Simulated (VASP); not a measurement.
# Si (a cell with a defect) in VASP: relaxation of the atoms with PBE

Aim: the relaxation of the atoms of Si (a cell with a defect) with PBE.

All numbers are computed with VASP 6.6.1; they aren't measurements. Logs are shortened: lines on timing, memory, paths and dates and some standing lists are left out, and cuts for length are marked.

### 1 The cell of the first run

The cell holds a defect, 17 atoms: a = 7.679 Å, b = 7.679 Å, c = 7.679 Å, α = 60.00°, β = 60.00°, γ = 60.00°.

### 2 Relaxation of the atoms, PBE

The input, INCAR:

```
SYSTEM = Si
PREC = Accurate ; ENCUT = 520
EDIFF = 1E-6 ; ISMEAR = 0
SIGMA = 0.05 ; LREAL = Auto
LASPH = .TRUE. ; NELM = 60
ALGO = Normal ; ISIF = 2
LWAVE = .FALSE. ; LCHARG = .FALSE.
GGA = PE ; IBRION = 2
NSW = 80 ; EDIFFG = -0.03
```

The input, KPOINTS:

```
Automatic mesh
0
G
  2 2 2
  0 0 0
```

The input, POSCAR:

```
Si
1.0
    0.0000000000      5.4300000000      5.4300000000
    5.4300000000      0.0000000000      5.4300000000
    5.4300000000      5.4300000000      0.0000000000
Si
17
Direct
    0.0000000000      0.0000000000      0.0000000000
    0.1250000000      0.1250000000      0.1250000000
    0.0000000000      0.0000000000      0.5000000000
    0.1250000000      0.1250000000      0.6250000000
    0.0000000000      0.5000000000      0.0000000000
    0.1250000000      0.6250000000      0.1250000000
    0.0000000000      0.5000000000      0.5000000000
    0.1250000000      0.6250000000      0.6250000000
    0.5000000000      0.0000000000      0.0000000000
    0.6250000000      0.1250000000      0.1250000000
    0.5000000000      0.0000000000      0.5000000000
    0.6250000000      0.1250000000      0.6250000000
    0.5000000000      0.5000000000      0.0000000000
    0.6250000000      0.6250000000      0.1250000000
    0.5000000000      0.5000000000      0.5000000000
    0.6250000000      0.6250000000      0.6250000000
    1.2445918300      0.2529086900      0.2478398800
```

Potentials or basis: VASP PAW PBE potentials, release 64 (Si).

Launch:

```sh
$ cat potpaw_PBE.64/Si/POTCAR > POTCAR
$ mpirun -np 1 vasp_std > vasp.out
```

OUTCAR:

```text
SYSTEM = Si
   PREC = Accurate
   ENCUT = 520
   EDIFF = 1E-6
   ISMEAR = 0
   LREAL = Auto
   LASPH = .TRUE.
   NELM = 60
   ISIF = 2
   GGA = PE
   IBRION = 2
   NSW = 80
   EDIFFG = -0.03

 ion  position               nearest neighbor table
   1  0.000  0.000  0.000-   2 2.35   4 2.35   6 2.35  10 2.35
   2  0.125  0.125  0.125-  17 2.32   3 2.35   5 2.35   9 2.35   1 2.35
   3  0.000  0.000  0.500-   2 2.35   4 2.35   8 2.35  12 2.35  17 2.70
   4  0.125  0.125  0.625-   1 2.35   3 2.35   7 2.35  11 2.35  17 2.37
   5  0.000  0.500  0.000-   2 2.35   6 2.35   8 2.35  14 2.35  17 2.67
   6  0.125  0.625  0.125-  17 2.33   5 2.35   7 2.35  13 2.35   1 2.35
   7  0.000  0.500  0.500-   4 2.35   6 2.35   8 2.35  16 2.35  17 2.71
   8  0.125  0.625  0.625-   3 2.35   5 2.35   7 2.35  15 2.35
   9  0.500  0.000  0.000-   2 2.35  10 2.35  12 2.35  14 2.35  17 2.72
  10  0.625  0.125  0.125-   1 2.35   9 2.35  11 2.35  13 2.35  17 2.39
  11  0.500  0.000  0.500-   4 2.35  10 2.35  12 2.35  16 2.35  17 2.76
  12  0.625  0.125  0.625-   3 2.35   9 2.35  11 2.35  15 2.35
  13  0.500  0.500  0.000-   6 2.35  10 2.35  14 2.35  16 2.35  17 2.73
  14  0.625  0.625  0.125-   5 2.35   9 2.35  13 2.35  15 2.35
  15  0.500  0.500  0.500-   8 2.35  12 2.35  14 2.35  16 2.35
  16  0.625  0.625  0.625-   7 2.35  11 2.35  13 2.35  15 2.35
  17  0.245  0.253  0.248-   2 2.32   6 2.33   4 2.37  10 2.39   5 2.67   3 2.70   7 2.71   9 2.72
                            13 2.73  11 2.76

  LATTYP: Found a face centered cubic cell.
 ALAT       =    10.8600000000

  Lattice vectors:

 A1 = (   0.0000000000,   5.4300000000,   5.4300000000)
 A2 = (   5.4300000000,   0.0000000000,   5.4300000000)
 A3 = (   5.4300000000,   5.4300000000,   0.0000000000)

Analysis of symmetry for initial positions (statically):
=====================================================================
 Subroutine PRICEL returns:
 Original cell was already a primitive cell.

 Routine SETGRP: Setting up the symmetry group for a
 face centered cubic supercell.

 Subroutine GETGRP returns: Found  1 space group operations
 (whereof  1 operations were pure point group operations)
 out of a pool of 48 trial point group operations.

The static configuration has the point symmetry C_1 .

Analysis of symmetry for dynamics (positions and initial velocities):
=====================================================================
 Subroutine PRICEL returns:
 Original cell was already a primitive cell.

 Routine SETGRP: Setting up the symmetry group for a
 face centered cubic supercell.

 Subroutine GETGRP returns: Found  1 space group operations
 (whereof  1 operations were pure point group operations)
 out of a pool of 48 trial point group operations.

The dynamic configuration has the point symmetry C_1 .

 Subroutine INISYM returns: Found  1 space group operations
 (whereof  1 operations are pure point group operations),
 and found     1 'primitive' translations

----------------------------------------------------------------------------------------

                                     Primitive cell

  volume of cell :     320.2060

  direct lattice vectors                    reciprocal lattice vectors
     0.000000000  5.430000000  5.430000000    -0.092081031  0.092081031  0.092081031
     5.430000000  0.000000000  5.430000000     0.092081031 -0.092081031  0.092081031
     5.430000000  5.430000000  0.000000000     0.092081031  0.092081031 -0.092081031

  length of vectors
     7.679179644  7.679179644  7.679179644     0.159489025  0.159489025  0.159489025

  position of ions in fractional coordinates (direct lattice)
     0.000000000  0.000000000  0.000000000
     0.125000000  0.125000000  0.125000000
     0.000000000  0.000000000  0.500000000
     0.125000000  0.125000000  0.625000000
     0.000000000  0.500000000  0.000000000
     0.125000000  0.625000000  0.125000000
[... 9 lines left out ...]
     0.625000000  0.625000000  0.625000000
     0.244591830  0.252908690  0.247839880

  ion indices of the primitive-cell ions
   primitive index   ion index
                 1           1
                 2           2
                 3           3
                 4           4
                 5           5
                 6           6
[... 9 lines left out ...]
                16          16
                17          17

----------------------------------------------------------------------------------------

 KPOINTS: Automatic mesh

Automatic generation of k-mesh.
 Grid dimensions read from file:
 generate k-points for:    2    2    2

 Generating k-lattice:

  Cartesian coordinates                     Fractional coordinates (reciprocal lattice)
    -0.046040516  0.046040516  0.046040516     0.500000000  0.000000000  0.000000000
     0.046040516 -0.046040516  0.046040516     0.000000000  0.500000000  0.000000000
     0.046040516  0.046040516 -0.046040516     0.000000000  0.000000000  0.500000000

  Length of vectors
     0.079744512  0.079744512  0.079744512

  Shift w.r.t. Gamma in fractional coordinates (k-lattice)
     0.000000000  0.000000000  0.000000000

 Subroutine IBZKPT returns following result:
 ===========================================

 Found      8 irreducible k-points:

 Following reciprocal coordinates:
            Coordinates               Weight
  0.000000  0.000000  0.000000      1.000000
  0.500000  0.000000  0.000000      1.000000
  0.000000  0.500000  0.000000      1.000000
  0.000000  0.000000  0.500000      1.000000
  0.500000  0.500000  0.500000      1.000000
  0.500000  0.500000  0.000000      1.000000
  0.000000  0.500000  0.500000      1.000000
  0.500000  0.000000  0.500000      1.000000
   k-points           NKPTS =      8   k-points in BZ     NKDIM =      8   number of bands    NBANDS=     43
   number of dos      NEDOS =    301   number of ions     NIONS =     17
   total plane-waves  NPLWV = 216000
   dimension x,y,z NGX =    60 NGY =   60 NGZ =   60
   dimension x,y,z NGXF=   120 NGYF=  120 NGZF=  120
   ions per type =              17
   NGX,Y,Z   is equivalent  to a cutoff of  12.99, 12.99, 12.99 a.u.
   NGXF,Y,Z  is equivalent  to a cutoff of  25.98, 25.98, 25.98 a.u.
 SYSTEM =  Si
   PREC   = accura    normal or accurate (medium, high low for compatibility)
   ISTART =      0    job   : 0-new  1-cont  2-samecut
   ICHARG =      2    charge: 1-file 2-atom 10-const
   ISPIN  =      1    spin polarized calculation?
   LNONCOLLINEAR =      F non collinear calculations
   LSORBIT =      F    spin-orbit coupling
   LASPH  =      T    aspherical Exc in radial PAW
   ENCUT  =  520.0 eV  38.22 Ry    6.18 a.u.  14.28 14.28 14.28*2*pi/ulx,y,z
   NELM   =     60;   NELMIN=  2; NELMDL= -5     # of ELM steps
   EDIFF  = 0.1E-05   stopping-criterion for ELM
   LREAL  =      T    real-space projection
   EDIFFG = -.3E-01   stopping-criterion for IOM
   NSW    =     80    number of steps for IOM
   IBRION =      2    ionic relax: 0-MD 1-quasi-New 2-CG
   NFREE  =      1    steps in history (QN), initial steepest desc. (CG)
   ISIF   =      2    stress and relaxation
   ISYM   =      2    0-nonsym 1-usesym 2-fastsym
   POTIM  = 0.5000    time-step for ionic-motion
   TEBEG  =    0.0;   TEEND  =   0.0 temperature during run
   PSTRESS=    0.0 pullay stress
   NELECT =      68.0000    total number of electrons
   NUPDOWN=      -1.0000    fix difference up-down
   EMIN   =  10.00;   EMAX   =-10.00  energy-range for DOS
   EFERMI =   0.00;   METHOD = LEGACY
   ISMEAR =     0;   SIGMA  =   0.05  broadening in eV -4-tet -1-fermi 0-gaus
   EFERMI_NEDOS =   21; number of points for ismear=-14 and -15
   IALGO  =     38    algorithm
   IMIX   =      4    mixing-type and parameters
     AMIX     =   0.40;   BMIX     =  1.00
     AMIX_MAG =   1.60;   BMIX_MAG =  1.00
  volume/ion in A,a.u.               =      18.84       127.11
  Fermi-wavevector in a.u.,A,eV,Ry     =   0.976715  1.845724 12.979587  0.953973
  Thomas-Fermi vector in A             =   2.107356
   LORBIT       =      0    0 simple, 1 ext, 2 COOP (PROOUT), +10 PAW based schemes
   GGA     = PE    functional components
   LHFCALC =     F    Hartree Fock is set to
   AEXX    =    0.0000 exact exchange contribution
   IVDW    =     0    specifies the selected vdW correction
   LEPSILON=     F    determine dielectric tensor
   LRPA    =     F    only Hartree local field effects (RPA)
 conjugate gradient relaxation of ions
 non-spin polarized calculation
 Gauss-broadening in eV      SIGMA  =   0.05
  energy-cutoff  :      520.00
  volume of cell :      320.21
 maximum number of plane-waves:      8646
 NGX is ok and might be reduce to    60
   NGX = 29   NGY = 29   NGZ = 29

--------------------------------------- Ionic step        1  -------------------------------------------

 number of electron      68.0000003 magnetization

 Free energy of the ion-electron system (eV)
  ---------------------------------------------------
  ext. energy  EPLUGINS =         0.00000000
  ---------------------------------------------------
  free energy    TOTEN  =       -87.86836715 eV

  energy without entropy =      -87.85872776  energy(sigma->0) =      -87.86354746

------------------------ aborting loop because EDIFF is reached ----------------------------------------

  FORCE on cell =-STRESS in cart. coord.  units (eV):
  Direction    XX          YY          ZZ          XY          YZ          ZX
  --------------------------------------------------------------------------------------
  -------------------------------------------------------------------------------------
  Total       11.6476666     11.6624287     11.6498492      0.1708913     -0.0430412      0.5248600
  in kB       58.2800652     58.3539288     58.2909861      0.8550690     -0.2153601      2.6261803
  external PRESSURE =      58.3083267 kB  Pullay stress =       0.0000000 kB
[... 240 lines left out ...]
  energy  without entropy=      -87.9851896877  energy(sigma->0) =      -87.99018802

--------------------------------------- Ionic step        6  -------------------------------------------

 number of electron      68.0000001 magnetization

 Free energy of the ion-electron system (eV)
  ---------------------------------------------------
  ext. energy  EPLUGINS =         0.00000000
  ---------------------------------------------------
  free energy    TOTEN  =       -87.99572214 eV

  energy without entropy =      -87.98576320  energy(sigma->0) =      -87.99074267

 E-fermi :   6.9101     XC(G=0):  -9.6743

 val. band max:        6.6792336738   @ k =   0.0000   0.0000   0.0000
 cond. band min:       6.9257923045   @ k =   0.0000   0.5000   0.5000
 fundamental gap:      0.2465586307
 Fermi energy:         6.9101169128

 k-point     1 :       0.0000    0.0000    0.0000
  band No.  band energies     occupation
      1      -6.3195      2.00000
      2      -3.7733      2.00000
      3      -3.6295      2.00000
      4      -3.6283      2.00000
      5      -3.6270      2.00000
      6      -2.8087      2.00000
[... 401 lines left out ...]
  FREE ENERGIE OF THE ION-ELECTRON SYSTEM (eV)
  ---------------------------------------------------
  free  energy   TOTEN  =       -87.9957221392 eV

  energy  without entropy=      -87.9857632040  energy(sigma->0) =      -87.99074267

 reached required accuracy - stopping structural energy minimisation
```

Run time: 12 min. Hardware: 1 thread of Intel Xeon Platinum 8259CL at 2.50GHz (Skylake/Cascade Lake), shared host; peak memory 0.53 GiB.

What came out:

| Property | Result |
| --- | --- |
| Free energy | -87.9957 eV |
| Energy gained by relaxing | 7.5 meV/atom |
| Ionic steps | 6 |
| Pressure after relaxing | 5.3 GPa |
| Largest force after relaxing | 0.027 eV/Å |
| Band gap on the k mesh | zero (bands 34 and 35 overlap by 0.25 eV) |

Forces in eV/Å, atoms in the order of the input:
```
Si   0.000  0.011  0.003
Si   0.003 -0.007 -0.002
Si  -0.007 -0.005  0.003
Si   0.002 -0.007 -0.004
Si  -0.002  0.003 -0.001
Si   0.000 -0.008 -0.004
Si  -0.003 -0.003  0.006
Si   0.004  0.001 -0.003
Si   0.002 -0.008 -0.009
Si  -0.003 -0.005  0.001
Si   0.003  0.002 -0.003
Si   0.001  0.002  0.004
Si   0.008 -0.006 -0.002
Si  -0.003  0.003  0.004
Si   0.000  0.000  0.000
Si  -0.004  0.001 -0.001
Si  -0.003  0.026  0.009
```

Step by step:
```
step  energy change (eV)  largest force (eV/Å)  pressure (GPa)
   1              0.0000                1.0569            5.83
   2             -0.1237                0.1214            5.35
   3             -0.1242                0.1379            5.33
   4             -0.1267                0.0641            5.33
   5             -0.1268                0.0720            5.33
   6             -0.1274                0.0275            5.34
```

Final structure:
```
Si
1.0
     0.00000    5.43000    5.43000
     5.43000    0.00000    5.43000
     5.43000    5.43000    0.00000
Si
17
Direct
  0.99867 0.00071 0.99946
  0.12256 0.12243 0.12250
  0.99694 0.99700 0.50295
  0.12311 0.12298 0.63096
  0.99689 0.50308 0.99691
  0.12271 0.63210 0.12265
  0.99696 0.50306 0.50295
  0.12644 0.62455 0.62442
  0.50286 0.99704 0.99700
  0.63019 0.12325 0.12332
  0.50285 0.99711 0.50291
  0.62447 0.12628 0.62455
  0.50287 0.50305 0.99701
  0.62440 0.62460 0.12637
  0.50007 0.49997 0.50002
  0.62450 0.62468 0.62457
  0.24809 0.25101 0.24928
```

Caveat: the k points lie up to 0.50 Å⁻¹ apart.

The gap in the log of VASP goes by the Fermi energy; the results here count the filled bands.